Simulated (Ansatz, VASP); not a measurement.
## TiH: VASP beside Ansatz

```
Ti H
1.0
     2.87758    0.00000    0.00000
    -1.43879    2.49206    0.00000
     0.00000    0.00000    5.26329
Ti H
2 2
Direct
  0.00000 0.00000 0.00000
  0.00000 0.00000 0.50000
  0.66667 0.33333 0.75000
  0.33333 0.66667 0.25000
```

Alike in both runs: task single point; functional r2SCAN; k mesh 6 × 6 × 3; no spin polarisation.

```csv
,VASP,Ansatz
version,VASP 6.6.1,Ansatz 0.2.0
potentials or method,"VASP PAW PBE potentials, release 64 (Ti_sv, H), cutoff 520 eV","plane waves, PAW"
occupations,"methfessel-paxton of order 1, width 0.1 eV","cold, width 0.1 eV"
valence electrons in the cell,26,26
```

```tsv
	VASP	Ansatz	Ansatz less VASP
pressure (GPa)	-0.5	-1.2	-0.66
traceless stress, the component that is largest in VASP (GPa)	-0.62	-0.85	-0.222
```

VASP's potentials were made for PBE, not for r2SCAN.

The k mesh is coarse, so the values compare programs but aren't converged.
